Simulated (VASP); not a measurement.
# VO2 (P4_2/mnm) in VASP: notebook

Aim: see how the results for VO2 move with the level of theory and the settings. Levels: PBE, PBEsol. Tasks: electric field gradients.

All numbers are computed with VASP 6.6.1; they aren't measurements. Logs are shortened: lines on timing, memory, paths and dates and some standing lists are left out, and cuts for length are marked.

## (1) The cell of the first run

The structure is tetragonal, space group P4_2/mnm (No. 136). The conventional cell has a = 4.555 Å, b = 4.555 Å, c = 2.853 Å, α = 90.00°, β = 90.00°, γ = 90.00°. Within 2.5 Å of V (site symmetry mmm) lie 6 O at 1.92 to 1.93 Å. O (site symmetry m2m) has 3 V at 1.92 to 1.93 Å within 2.5 Å.

## (2) Electric field gradients, PBE, collinear spin, ferromagnetic start

INCAR

```
PREC     = Accurate       # precision mode
ENCUT    = 520            # plane-wave cutoff, eV
EDIFF    = 1E-8           # SCF threshold, eV
ISMEAR   = -1             # smearing method
SIGMA    = 0.05           # smearing width, eV
LREAL    = False          # projectors in reciprocal space
LASPH    = True           # aspherical terms in the spheres
NELM     = 200            # most SCF steps
ALGO     = Normal         # electronic algorithm
ISIF     = 2              # what is computed and relaxed
LWAVE    = False          # write WAVECAR
LCHARG   = False          # write CHGCAR
ISPIN    = 2              # spin polarisation
MAGMOM   = 1 1 0 0 0 0    # initial moments
LORBIT   = 11             # projections on sites
LMAXMIX  = 4              # l up to which the mixer works
GGA      = PE             # functional
LEFG     = True         
NBANDS   = 38             # bands
GGA_COMPAT= False        
KPAR     = 4
```

KPOINTS

```
Automatic mesh
0
Gamma
  10 10 16
```

POSCAR

```
VO2
1.0
    4.5546000000      0.0000000000      0.0000000000
    0.0000000000      4.5546000000      0.0000000000
    0.0000000000      0.0000000000      2.8528000000
V O
2 4
Direct
    0.0000000000      0.0000000000      0.0000000000
    0.5000000000      0.5000000000      0.5000000000
    0.3001000000      0.3001000000      0.0000000000
    0.1999000000      0.8001000000      0.5000000000
    0.6999000000      0.6999000000      0.0000000000
    0.8001000000      0.1999000000      0.5000000000
```

Potentials or basis: VASP PAW PBE potentials, release 64 (V_sv, O).

The run is started by

```bash
$ cat potpaw_PBE.64/V_sv/POTCAR potpaw_PBE.64/O/POTCAR > POTCAR
$ mpirun -np 4 vasp_std > vasp.out
```

OUTCAR:

```text
PREC = Accurate
   ENCUT = 520
   EDIFF = 1E-8
   ISMEAR = -1
   LREAL = False
   LASPH = True
   NELM = 200
   ISIF = 2
   ISPIN = 2
   LORBIT = 11
   GGA = PE

 ion  position               nearest neighbor table
   1  0.000  0.000  0.000-   4 1.92   6 1.92   4 1.92   6 1.92   5 1.93   3 1.93
   2  0.500  0.500  0.500-   3 1.92   5 1.92   3 1.92   5 1.92   4 1.93   6 1.93
   3  0.300  0.300  0.000-   2 1.92   2 1.92   1 1.93
   4  0.200  0.800  0.500-   1 1.92   1 1.92   2 1.93
   5  0.700  0.700  0.000-   2 1.92   2 1.92   1 1.93
   6  0.800  0.200  0.500-   1 1.92   1 1.92   2 1.93

  LATTYP: Found a simple tetragonal cell.
 ALAT       =     4.5546000000
 C/A-ratio  =     0.6263557722

  Lattice vectors:

 A1 = (   4.5546000000,   0.0000000000,   0.0000000000)
 A2 = (   0.0000000000,   4.5546000000,   0.0000000000)
 A3 = (   0.0000000000,   0.0000000000,   2.8528000000)

Analysis of symmetry for initial positions (statically):
=====================================================================
 Subroutine PRICEL returns:
 Original cell was already a primitive cell.

 Routine SETGRP: Setting up the symmetry group for a
 simple tetragonal supercell.

 Subroutine GETGRP returns: Found 16 space group operations
 (whereof  8 operations were pure point group operations)
 out of a pool of 16 trial point group operations.

The static configuration has the point symmetry D_2h.
 The point group associated with its full space group is D_4h.

Analysis of symmetry for dynamics (positions and initial velocities):
=====================================================================
 Subroutine PRICEL returns:
 Original cell was already a primitive cell.

 Routine SETGRP: Setting up the symmetry group for a
 simple tetragonal supercell.

 Subroutine GETGRP returns: Found 16 space group operations
 (whereof  8 operations were pure point group operations)
 out of a pool of 16 trial point group operations.

The dynamic configuration has the point symmetry D_2h.
 The point group associated with its full space group is D_4h.

Analysis of structural, dynamic, and magnetic symmetry:
=====================================================================
 Subroutine PRICEL returns:
 Original cell was already a primitive cell.

 Routine SETGRP: Setting up the symmetry group for a
 simple tetragonal supercell.

 Subroutine GETGRP returns: Found 16 space group operations
 (whereof  8 operations were pure point group operations)
 out of a pool of 16 trial point group operations.

The overall configuration has the point symmetry D_2h.
 The point group associated with its full space group is D_4h.

 Subroutine INISYM returns: Found 16 space group operations
 (whereof  8 operations are pure point group operations),
 and found     1 'primitive' translations

----------------------------------------------------------------------------------------

                                     Primitive cell

  volume of cell :      59.1796

  direct lattice vectors                    reciprocal lattice vectors
     4.554600000  0.000000000  0.000000000     0.219558249  0.000000000  0.000000000
     0.000000000  4.554600000  0.000000000     0.000000000  0.219558249  0.000000000
     0.000000000  0.000000000  2.852800000     0.000000000  0.000000000  0.350532810

  length of vectors
     4.554600000  4.554600000  2.852800000     0.219558249  0.219558249  0.350532810

  position of ions in fractional coordinates (direct lattice)
     0.000000000  0.000000000  0.000000000
     0.500000000  0.500000000  0.500000000
     0.300100000  0.300100000  0.000000000
     0.199900000  0.800100000  0.500000000
     0.699900000  0.699900000  0.000000000
     0.800100000  0.199900000  0.500000000

  ion indices of the primitive-cell ions
   primitive index   ion index
                 1           1
                 2           2
                 3           3
                 4           4
                 5           5
                 6           6

----------------------------------------------------------------------------------------

 KPOINTS: Automatic mesh

Automatic generation of k-mesh.
 Grid dimensions read from file:
 generate k-points for:   10   10   16

 Generating k-lattice:

[... 64 lines left out ...]
   NSW    =      0    number of steps for IOM
   IBRION =     -1    ionic relax: 0-MD 1-quasi-New 2-CG
   NFREE  =      0    steps in history (QN), initial steepest desc. (CG)
   ISIF   =      2    stress and relaxation
   ISYM   =      2    0-nonsym 1-usesym 2-fastsym
   POTIM  = 0.5000    time-step for ionic-motion
   TEBEG  =    0.0;   TEEND  =   0.0 temperature during run
   PSTRESS=    0.0 pullay stress
   NELECT =      50.0000    total number of electrons
   NUPDOWN=      -1.0000    fix difference up-down
   EMIN   =  10.00;   EMAX   =-10.00  energy-range for DOS
   EFERMI =   0.00;   METHOD = LEGACY
   ISMEAR =    -1;   SIGMA  =   0.05  broadening in eV -4-tet -1-fermi 0-gaus
   EFERMI_NEDOS =   21; number of points for ismear=-14 and -15
   IALGO  =     38    algorithm
   IMIX   =      4    mixing-type and parameters
     AMIX     =   0.40;   BMIX     =  1.00
     AMIX_MAG =   1.60;   BMIX_MAG =  1.00
  volume/ion in A,a.u.               =       9.86        66.56
  Fermi-wavevector in a.u.,A,eV,Ry     =   1.547655  2.924644 32.589175  2.395237
  Thomas-Fermi vector in A             =   2.652718
   LORBIT       =     11    0 simple, 1 ext, 2 COOP (PROOUT), +10 PAW based schemes
   GGA     = PE    functional components
   LHFCALC =     F    Hartree Fock is set to
   AEXX    =    0.0000 exact exchange contribution
   IVDW    =     0    specifies the selected vdW correction
   LEPSILON=     F    determine dielectric tensor
   LRPA    =     F    only Hartree local field effects (RPA)
 spin polarized calculation
  energy-cutoff  :      520.00
  volume of cell :       59.18
 maximum number of plane-waves:      1618
 NGX is ok and might be reduce to    36
   NGX = 17   NGY = 17   NGZ = 11

 number of electron      49.9999986 magnetization       1.9990919

 Free energy of the ion-electron system (eV)
  ---------------------------------------------------
  ext. energy  EPLUGINS =         0.00000000
  ---------------------------------------------------
  free energy    TOTEN  =       -51.96063592 eV

  energy without entropy =      -51.93585802  energy(sigma->0) =      -51.94824697

 E-fermi :   6.2845     XC(G=0): -11.7598

 val. band max:        6.2827460351   @ k =   0.4000   0.3000   0.4375
 cond. band min:       6.2860032568   @ k =   0.2000   0.0000   0.1250
 fundamental gap:      0.0032572217
 Fermi energy:         6.2845350672

 spin component 1

 k-point     1 :       0.0000    0.0000    0.0000
  band No.  band energies     occupation
      1     -59.8066      1.00000
      2     -59.7973      1.00000
      3     -33.6390      1.00000
      4     -33.6390      1.00000
      5     -33.5637      1.00000
      6     -33.5531      1.00000
[... 949 lines left out ...]
     36      16.7979      0.00000
     37      17.1712      0.00000

 [... further k-points ...]

 spin component 2

 k-point     1 :       0.0000    0.0000    0.0000
  band No.  band energies     occupation
      1     -58.7030      1.00000
      2     -58.6931      1.00000
      3     -32.5474      1.00000
      4     -32.5474      1.00000
      5     -32.4996      1.00000
      6     -32.4788      1.00000
[... 949 lines left out ...]
     36      17.0189      0.00000
     37      17.4466      0.00000

 [... further k-points ...]

 [bands above 37 left out]

------------------------ aborting loop because EDIFF is reached ----------------------------------------

  FORCE on cell =-STRESS in cart. coord.  units (eV):
  Direction    XX          YY          ZZ          XY          YZ          ZX
  --------------------------------------------------------------------------------------
  -------------------------------------------------------------------------------------
  Total        1.2794092      1.2794092      0.3671899      0.0000000      0.0000000      0.0000000
  in kB       34.6376346     34.6376346      9.9409880      0.0000000      0.0000000      0.0000000
  external PRESSURE =      26.4054191 kB  Pullay stress =       0.0000000 kB

 VOLUME and BASIS-vectors are now :
 -----------------------------------------------------------------------------
  energy-cutoff  :      520.00
  volume of cell :       59.18
      direct lattice vectors                 reciprocal lattice vectors
     4.554600000  0.000000000  0.000000000     0.219558249  0.000000000  0.000000000
     0.000000000  4.554600000  0.000000000     0.000000000  0.219558249  0.000000000
     0.000000000  0.000000000  2.852800000     0.000000000  0.000000000  0.350532810

 POSITION                                       TOTAL-FORCE (eV/Angst)
 -----------------------------------------------------------------------------------
      0.00000      0.00000      0.00000         0.000000     -0.000000      0.000000
      2.27730      2.27730      1.42640         0.000000     -0.000000      0.000000
      1.36684      1.36684      0.00000        -0.033646     -0.033646     -0.000000
      0.91046      3.64414      1.42640         0.033646     -0.033646     -0.000000
      3.18776      3.18776      0.00000         0.033646      0.033646      0.000000
      3.64414      0.91046      1.42640        -0.033646      0.033646      0.000000
 -----------------------------------------------------------------------------------
    total drift:                                0.000000      0.000000      0.000000

  FREE ENERGIE OF THE ION-ELECTRON SYSTEM (eV)
  ---------------------------------------------------
  free  energy   TOTEN  =       -51.9606359156 eV

  energy  without entropy=      -51.9358580187  energy(sigma->0) =      -51.94824697

 Electric field gradients (V/A^2)
---------------------------------------------------------------------
 ion       V_xx      V_yy      V_zz      V_xy      V_xz      V_yz
---------------------------------------------------------------------
   1      -1.206    -1.206     2.413     5.234     0.000     0.000
   2      -1.206    -1.206     2.413    -5.234     0.000     0.000
   3      -0.588    -0.588     1.176    26.496     0.000     0.000
   4      -0.588    -0.588     1.176   -26.496    -0.000    -0.000
   5      -0.588    -0.588     1.176    26.496     0.000     0.000
   6      -0.588    -0.588     1.176   -26.496     0.000    -0.000
---------------------------------------------------------------------

 Electric field gradients after diagonalization (V/A^2)
 (convention: |V_zz| > |V_xx| > |V_yy|)
----------------------------------------------------------------------
 ion       V_xx      V_yy      V_zz     asymmetry (V_yy - V_xx)/ V_zz
----------------------------------------------------------------------
   1       4.028     2.413    -6.441       0.251
   2       4.028     2.413    -6.441       0.251
   3      25.908     1.176   -27.084       0.913
   4      25.908     1.176   -27.084       0.913
   5      25.908     1.176   -27.084       0.913
   6      25.908     1.176   -27.084       0.913
----------------------------------------------------------------------

           NMR quadrupolar parameters

 Cq : quadrupolar parameter    Cq=e*Q*V_zz/h
 eta: asymmetry parameters     (V_yy - V_xx)/ V_zz
 Q  : nuclear electric quadrupole moment in mb (millibarn)
----------------------------------------------------------------------
 ion       Cq(MHz)       eta       Q (mb)
----------------------------------------------------------------------
   1      -0.016       0.251       1.000
   2      -0.016       0.251       1.000
   3      -0.065       0.913       1.000
   4      -0.065       0.913       1.000
   5      -0.065       0.913       1.000
   6      -0.065       0.913       1.000
----------------------------------------------------------------------

 total charge

# of ion       s       p       d       tot
------------------------------------------
    1        2.283   6.337   2.909  11.529
    2        2.283   6.337   2.909  11.529
    3        1.573   3.478   0.000   5.051
    4        1.573   3.478   0.000   5.051
    5        1.573   3.478   0.000   5.051
    6        1.573   3.478   0.000   5.051
--------------------------------------------------
tot         10.858  26.586   5.817  43.260

 magnetization (x)

# of ion       s       p       d       tot
------------------------------------------
    1        0.013   0.012   1.023   1.049
    2        0.013   0.012   1.023   1.049
    3       -0.002  -0.051   0.000  -0.053
    4       -0.002  -0.051   0.000  -0.053
    5       -0.002  -0.051   0.000  -0.053
    6       -0.002  -0.051   0.000  -0.053
--------------------------------------------------
tot          0.019  -0.179   2.046   1.886
```

Wall time 4 min (4 MPI ranks of Intel Xeon Platinum 8375C at 2.90GHz (Ice Lake), shared host); peak memory 0.62 GiB.

What came out:

- Free energy: -51.9606 eV
- Pressure: 2.6 GPa
- Largest force: 0.048 eV/Å
- Band gap on the k mesh: zero (filled and empty bands overlap)
- Net moment: 2.00 μB per cell
- Site moments: V +1.05; O -0.05 μB
- Valence electrons inside the program's atomic spheres: V 11.53; O 5.05

Forces on the atoms (eV/Å):
```
V    0.000  0.000  0.000
V    0.000  0.000  0.000
O   -0.034 -0.034  0.000
O    0.034 -0.034  0.000
O    0.034  0.034  0.000
O   -0.034  0.034  0.000
```

Stress tensor (GPa, compression positive):
```
3.46 0.00 0.00
0.00 3.46 0.00
0.00 0.00 0.99
```

Levels at points of the mesh, in eV from the Fermi level:
Spin up:
| k point | band 23 | band 24 | band 25 | band 26 | band 27 | band 28 | band 29 | band 30 |
| --- | --- | --- | --- | --- | --- | --- | --- | --- |
| (0.00, 0.00, 0.00) | -1.91 | -1.47 | -1.00 | -0.75 | -0.36 | -0.36 | -0.27 | 1.83 |
| (0.50, 0.00, 0.00) | -2.17 | -2.17 | -0.30 | -0.30 | 0.28 | 0.28 | 0.97 | 0.97 |
| (0.50, 0.50, 0.00) | -2.75 | -2.75 | -0.97 | -0.97 | -0.34 | -0.34 | 1.37 | 1.37 |
| (0.00, 0.00, 0.50) | -3.11 | -3.11 | 0.42 | 0.42 | 0.50 | 0.50 | 1.05 | 1.05 |
| (0.50, 0.00, 0.50) | -2.49 | -2.49 | -0.84 | -0.84 | 0.48 | 0.48 | 1.32 | 1.32 |
| (0.50, 0.50, 0.50) | -2.21 | -2.21 | 0.09 | 0.09 | 0.46 | 0.46 | 0.50 | 0.50 |
Spin down:
```tsv
k point	band 20	band 21	band 22	band 23	band 24	band 25	band 26	band 27	band 28	band 29
(0.00, 0.00, 0.00)	-3.51	-2.16	-2.00	-2.00	-1.49	0.21	0.28	0.79	0.92	0.92
(0.50, 0.00, 0.00)	-4.80	-3.13	-3.13	-2.25	-2.25	0.82	0.82	1.48	1.48	1.95
(0.50, 0.50, 0.00)	-3.82	-2.81	-2.81	-2.79	-2.79	0.17	0.17	0.94	0.94	2.24
(0.00, 0.00, 0.50)	-4.65	-3.93	-3.93	-3.07	-3.07	1.39	1.39	1.69	1.69	1.98
(0.50, 0.00, 0.50)	-4.09	-3.60	-3.60	-2.60	-2.60	0.33	0.33	1.68	1.68	2.22
(0.50, 0.50, 0.50)	-4.61	-2.87	-2.87	-2.23	-2.23	1.06	1.06	1.50	1.50	1.72
```

Electric field gradients, principal values (V/Å²):
```
atom  least  middle  greatest (by size)
 1 V  2.413   4.028              -6.441
 2 V  2.413   4.028              -6.441
 3 O  1.176  25.908             -27.084
 4 O  1.176  25.908             -27.084
 5 O  1.176  25.908             -27.084
 6 O  1.176  25.908             -27.084
```

Caveat: without QUAD_EFG the Cq values of the log hold for a quadrupole moment of 1 mb, not for the nuclei; semilocal functionals often make such compounds metallic where correlation or magnetic order opens a gap, which also shifts bond lengths. With open d or f shells a metallic result of PBE can be an artefact of self-interaction; +U or a hybrid may open a gap.

(Part 1 of 2 ends here.)
